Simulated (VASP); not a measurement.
# MgO (Fm-3m) in VASP: single point with r2SCAN

Aim: the single point of MgO with r2SCAN.

Program: VASP 6.6.1. These are calculated values, not measurements. Logs are shortened: lines on timing, memory, paths and dates and some standing lists are left out, and cuts for length are marked.

**What was measured.**

From “Electronic structure of alkaline earth and post-transition metal oxides”, 2009, arxiv:0908.1581, for a bulk crystal of MgO: band gap 7.83 eV.

How close the calculation comes is told below.

## Step 1: The cell of the first run

Symmetry: Fm-3m, No. 225, cubic system. Conventional cell: a = 4.204 Å, b = 4.204 Å, c = 4.204 Å, α = 90.00°, β = 90.00°, γ = 90.00°. Mg (site symmetry m-3m) has 6 O at 2.10 Å within 2.8 Å. Within 2.8 Å of O (site symmetry m-3m) lie 6 Mg at 2.10 Å.

## Step 2: Single point, r2SCAN

Contents of POSCAR:

```
MgO
1.0
    0.0000000000      2.1021619042      2.1021619042
    2.1021619042      0.0000000000      2.1021619042
    2.1021619042      2.1021619042      0.0000000000
Mg O
1 1
Direct
    0.0000000000      0.0000000000      0.0000000000
    0.5000000000      0.5000000000      0.5000000000
```

Contents of INCAR.step1:

```
ALGO = Normal
EDIFF = 1E-5
ENCUT = 920
GGA = PE
GGA_COMPAT = F
ISMEAR = 0
LASPH = T
LCHARG = F
LREAL = F
LWAVE = T
NBANDS = 15
NELM = 120
PREC = Accurate
SIGMA = 0.01
```

Contents of INCAR.step2:

```
ALGO = Normal
EDIFF = 1E-6
ENCUT = 920
GGA_COMPAT = F
ISIF = 2
ISMEAR = 0
ISTART = 1
LASPH = T
LCHARG = F
LMIXTAU = T
LREAL = F
LWAVE = F
METAGGA = R2SCAN
NBANDS = 15
NELM = 120
PREC = Accurate
SIGMA = 0.01
```

Contents of KPOINTS:

```
k-points
0
Gamma
  8 8 8
```

Potentials or basis: VASP PAW PBE potentials, release 64 (Mg_sv, O).

On the command line:

```
cat potpaw_PBE.64/Mg_sv/POTCAR potpaw_PBE.64/O/POTCAR > POTCAR
cp INCAR.step1 INCAR
mpirun -np 1 vasp_std > vasp.out
cp INCAR.step2 INCAR
mpirun -np 1 vasp_std > vasp.out
```

OUTCAR:

```text
EDIFF = 1E-6
   ENCUT = 920
   ISIF = 2
   ISMEAR = 0
   ISTART = 1
   LASPH = T
   LREAL = F
   METAGGA = R2SCAN
   NELM = 120
   PREC = Accurate

 ion  position               nearest neighbor table
   1  0.000  0.000  0.000-   2 2.10   2 2.10   2 2.10   2 2.10   2 2.10   2 2.10
   2  0.500  0.500  0.500-   1 2.10   1 2.10   1 2.10   1 2.10   1 2.10   1 2.10

  LATTYP: Found a face centered cubic cell.
 ALAT       =     4.2043238084

  Lattice vectors:

 A1 = (   0.0000000000,   2.1021619042,   2.1021619042)
 A2 = (   2.1021619042,   0.0000000000,   2.1021619042)
 A3 = (   2.1021619042,   2.1021619042,   0.0000000000)

Analysis of symmetry for initial positions (statically):
=====================================================================
 Subroutine PRICEL returns:
 Original cell was already a primitive cell.

 Routine SETGRP: Setting up the symmetry group for a
 face centered cubic supercell.

 Subroutine GETGRP returns: Found 48 space group operations
 (whereof 48 operations were pure point group operations)
 out of a pool of 48 trial point group operations.

The static configuration has the point symmetry O_h .

Analysis of symmetry for dynamics (positions and initial velocities):
=====================================================================
 Subroutine PRICEL returns:
 Original cell was already a primitive cell.

 Routine SETGRP: Setting up the symmetry group for a
 face centered cubic supercell.

 Subroutine GETGRP returns: Found 48 space group operations
 (whereof 48 operations were pure point group operations)
 out of a pool of 48 trial point group operations.

The dynamic configuration has the point symmetry O_h .

 Subroutine INISYM returns: Found 48 space group operations
 (whereof 48 operations are pure point group operations),
 and found     1 'primitive' translations

----------------------------------------------------------------------------------------

                                     Primitive cell

  volume of cell :      18.5793

  direct lattice vectors                    reciprocal lattice vectors
     0.000000000  2.102161904  2.102161904    -0.237850376  0.237850376  0.237850376
     2.102161904  0.000000000  2.102161904     0.237850376 -0.237850376  0.237850376
     2.102161904  2.102161904  0.000000000     0.237850376  0.237850376 -0.237850376

  length of vectors
     2.972905875  2.972905875  2.972905875     0.411968936  0.411968936  0.411968936

  position of ions in fractional coordinates (direct lattice)
     0.000000000  0.000000000  0.000000000
     0.500000000  0.500000000  0.500000000

  ion indices of the primitive-cell ions
[... 88 lines left out ...]
   EMIN   =  10.00;   EMAX   =-10.00  energy-range for DOS
   EFERMI =   0.00;   METHOD = LEGACY
   ISMEAR =     0;   SIGMA  =   0.01  broadening in eV -4-tet -1-fermi 0-gaus
   EFERMI_NEDOS =   21; number of points for ismear=-14 and -15
   IALGO  =     38    algorithm
   IMIX   =      4    mixing-type and parameters
     AMIX     =   0.40;   BMIX     =  1.00
     AMIX_MAG =   1.60;   BMIX_MAG =  1.00
  volume/ion in A,a.u.               =       9.29        62.69
  Fermi-wavevector in a.u.,A,eV,Ry     =   1.557538  2.943320 33.006710  2.425925
  Thomas-Fermi vector in A             =   2.661174
   LORBIT       =      0    0 simple, 1 ext, 2 COOP (PROOUT), +10 PAW based schemes
   METAGGA = R2SCAN    functional components
   LHFCALC =     F    Hartree Fock is set to
   AEXX    =    0.0000 exact exchange contribution
   IVDW    =     0    specifies the selected vdW correction
   LEPSILON=     F    determine dielectric tensor
   LRPA    =     F    only Hartree local field effects (RPA)
 non-spin polarized calculation
 Gauss-broadening in eV      SIGMA  =   0.01
  energy-cutoff  :      920.00
  volume of cell :       18.58
 maximum number of plane-waves:      1243
 NGX is ok and might be reduce to    30
   NGX = 15   NGY = 15   NGZ = 15

 number of electron      15.9999999 magnetization

 Free energy of the ion-electron system (eV)
  ---------------------------------------------------
  ext. energy  EPLUGINS =         0.00000000
  ---------------------------------------------------
  free energy    TOTEN  =       -16.15464839 eV

  energy without entropy =      -16.15464839  energy(sigma->0) =      -16.15464839

 E-fermi :   2.6529     XC(G=0): -12.0719

 val. band max:        2.5442664327   @ k =   0.0000   0.0000   0.0000
 cond. band min:       8.2455414076   @ k =   0.0000   0.0000   0.0000
 fundamental gap:      5.7012749748
 Fermi energy:         2.6529435936

 k-point     1 :       0.0000    0.0000    0.0000
  band No.  band energies     occupation
      1     -72.4066      2.00000
      2     -37.4925      2.00000
      3     -37.4925      2.00000
      4     -37.4925      2.00000
      5     -15.6710      2.00000
      6       2.5443      2.00000
      7       2.5443      2.00000
      8       2.5443      2.00000
      9       8.2455      0.00000
     10      19.4391      0.00000
     11      19.4391      0.00000
     12      19.4391      0.00000
     13      23.5611      0.00000
     14      25.3991      0.00000
[... 401 lines left out ...]
      2     -37.5652      2.00000
      3     -37.5217      2.00000
      4     -37.5080      2.00000
      5     -14.2472      2.00000
      6      -1.4585      2.00000
      7       0.5996      2.00000
      8       1.5325      2.00000
      9      13.2365      0.00000
     10      15.9581      0.00000
     11      17.3428      0.00000
     12      20.8098      0.00000
     13      24.4327      0.00000
     14      26.1883      0.00000
     15      30.4703      0.00000

 [... further k-points ...]

------------------------ aborting loop because EDIFF is reached ----------------------------------------

  FORCE on cell =-STRESS in cart. coord.  units (eV):
  Direction    XX          YY          ZZ          XY          YZ          ZX
  --------------------------------------------------------------------------------------
  -------------------------------------------------------------------------------------
  Total        0.0579141      0.0579141      0.0579141      0.0000000     -0.0000000      0.0000000
  in kB        4.9942090      4.9942090      4.9942090      0.0000000     -0.0000000      0.0000000
  external PRESSURE =       4.9942090 kB  Pullay stress =       0.0000000 kB

 VOLUME and BASIS-vectors are now :
 -----------------------------------------------------------------------------
  energy-cutoff  :      920.00
  volume of cell :       18.58
      direct lattice vectors                 reciprocal lattice vectors
     0.000000000  2.102161904  2.102161904    -0.237850376  0.237850376  0.237850376
     2.102161904  0.000000000  2.102161904     0.237850376 -0.237850376  0.237850376
     2.102161904  2.102161904  0.000000000     0.237850376  0.237850376 -0.237850376

 POSITION                                       TOTAL-FORCE (eV/Angst)
 -----------------------------------------------------------------------------------
      0.00000      0.00000      0.00000         0.000000      0.000000     -0.000000
      2.10216      2.10216      2.10216        -0.000000     -0.000000      0.000000
 -----------------------------------------------------------------------------------
    total drift:                                0.000000      0.000000      0.000000

  FREE ENERGIE OF THE ION-ELECTRON SYSTEM (eV)
  ---------------------------------------------------
  free  energy   TOTEN  =       -16.1546483934 eV

  energy  without entropy=      -16.1546483934  energy(sigma->0) =      -16.15464839
```

OSZICAR.step1:

```text
N       E                     dE             d eps       ncg     rms          rms(c)
DAV:   1     0.171363614642E+03    0.17136E+03   -0.14172E+04   870   0.191E+03
DAV:   2    -0.746390216834E+01   -0.17883E+03   -0.16958E+03  1017   0.471E+02
DAV:   3    -0.133838272660E+02   -0.59199E+01   -0.58899E+01  1160   0.805E+01
DAV:   4    -0.134755377203E+02   -0.91710E-01   -0.91705E-01   947   0.975E+00
DAV:   5    -0.134772860577E+02   -0.17483E-02   -0.17483E-02  1143   0.108E+00    0.861E+00
DAV:   6    -0.118930524471E+02    0.15842E+01   -0.25650E+00   919   0.148E+01    0.282E+00
DAV:   7    -0.118807312757E+02    0.12321E-01   -0.13718E-01  1066   0.349E+00    0.172E+00
DAV:   8    -0.118708337832E+02    0.98975E-02   -0.37907E-02  1045   0.224E+00    0.334E-01
DAV:   9    -0.118697117727E+02    0.11220E-02   -0.35373E-03   996   0.554E-01    0.100E-01
DAV:  10    -0.118699069866E+02   -0.19521E-03   -0.28540E-04  1059   0.182E-01    0.474E-02
DAV:  11    -0.118698978337E+02    0.91529E-05   -0.24669E-05  1087   0.489E-02
   1 F= -.11869898E+02 E0= -.11869898E+02  d E =-.417186E-33
```

Run time: 35 s. Hardware: 1 thread of Intel Xeon 6975P-C (Granite Rapids), shared host; peak memory 0.17 GiB.

What came out:

```
Free energy            : -16.1546 eV
Pressure               : 0.5 GPa
Band gap on the k mesh : 5.70 eV
```

Levels at points of the mesh, in eV from the valence-band top:
```
           k point  band 5  band 6  band 7  band 8  band 9  band 10  band 11  band 12
(0.00, 0.00, 0.00)  -18.22    0.00    0.00    0.00    5.70    16.89    16.89    16.89
(0.50, 0.00, 0.00)  -16.92   -4.62   -0.68   -0.68    8.87    13.91    17.57    17.57
(0.50, 0.50, 0.00)  -16.71   -4.09   -1.37   -1.37   10.05    11.22    14.38    20.55
```

Caveat: the PAW data sets were made with another functional, which shifts forces and pressure a little.

## Step 3: How close it comes

Step 2. Against the measured gap of MgO, 7.83 eV (quoted in “Electronic structure of alkaline earth and post-transition metal oxides”, 2009, arxiv:0908.1581), the calculated 5.70 eV is off by -2.13 eV. The value is that of r2SCAN, without temperature or zero-point motion.
